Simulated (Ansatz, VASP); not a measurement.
# Cu: VASP beside Ansatz

INCAR

```
  PREC = Accurate
  ENCUT = 520
  EDIFF = 1E-6
  ISMEAR = 0
  SIGMA = 0.1
  LREAL = F
  LASPH = T
  NELM = 60
  ALGO = Fast
  ISIF = 2
  LWAVE = F
  LCHARG = F
  LDIPOL = T
  IDIPOL = 3
  DIPOL = 0.5 0.5 0.500
  GGA = PS
  NBANDS = 54
```

KPOINTS

```
regular mesh
0
Gamma
  15 15 1
```

POSCAR

```
Cu
1.0
    2.5197984285      0.0000000000      0.0000000000
   -1.2598992142      2.1822094515      0.0000000000
    0.0000000000      0.0000000000     29.4116958642
Cu
8
Direct
    0.3333333333      0.6666666667      0.2550005969
    0.0000000000      0.0000000000      0.3250004263
    0.6666666667      0.3333333333      0.3950002558
    0.0000000000      0.0000000000      0.4650000853
    0.3333333333      0.6666666667      0.5349999147
    0.0000000000      0.0000000000      0.6049997442
    0.6666666667      0.3333333333      0.6749995737
    0.0000000000      0.0000000000      0.7449994031
```

Input for Ansatz:

```yaml
crystal:
  lattice:
    - [2.5197984285, 0.0, 0.0]
    - [-1.2598992142, 2.1822094515, 0.0]
    - [0.0, 0.0, 29.4116958642]
  atoms:
    - { symbol: Cu, position: [0.3333333333, 0.6666666667, 0.2550005969] }
    - { symbol: Cu, position: [0.0, 0.0, 0.3250004263] }
    - { symbol: Cu, position: [0.6666666667, 0.3333333333, 0.3950002558] }
    - { symbol: Cu, position: [0.0, 0.0, 0.4650000853] }
    - { symbol: Cu, position: [0.3333333333, 0.6666666667, 0.5349999147] }
    - { symbol: Cu, position: [0.0, 0.0, 0.6049997442] }
    - { symbol: Cu, position: [0.6666666667, 0.3333333333, 0.6749995737] }
    - { symbol: Cu, position: [0.0, 0.0, 0.7449994031] }
basis:
  ecutwfc: 420
kpoints:
  mp_grid: { grid: [15, 15, 1] }
hamiltonian:
  xc: pbesol
scf:
  occupations: { method: gaussian, width: 0.1 }
output:
  forces: true
  stress: true
  eigenvalues: true
  write_density: true
  write_potential: true
  elf: true
  volumetric_format: npy
efield:
  axis: 3
  dipole_correction: true
  ramp_width: 0.04
```

Alike in both runs: task single point; functional PBEsol; k mesh 15 × 15 × 1; occupations gaussian, width 0.1 eV; no spin polarisation.

|  | VASP | Ansatz |
| --- | --- | --- |
| version | VASP 6.6.1 | Ansatz 0.2.0 |
| potentials or method | VASP PAW PBE potentials, release 64 (Cu), cutoff 520 eV | scalar-relativistic, plane waves, PAW |
| valence electrons in the cell | 88 | 152 |

```csv
,VASP,Ansatz,Ansatz less VASP
gap on the k mesh at the Fermi level (eV),none,none,-
rms of the force components (eV/Å),0.028,0.032,+0.0040
```

VASP's potentials were made for PBE, not for PBEsol. Atom by atom the forces differ by 0.008 eV/Å (rms over components). A gap of «none» marks a metal or a gap that the smearing closes. VASP's potentials hold 88 valence electrons a cell and Ansatz's 152, so a difference there can come from the potentials and not from the codes. Ansatz's warnings: xc potential rough in thin density.
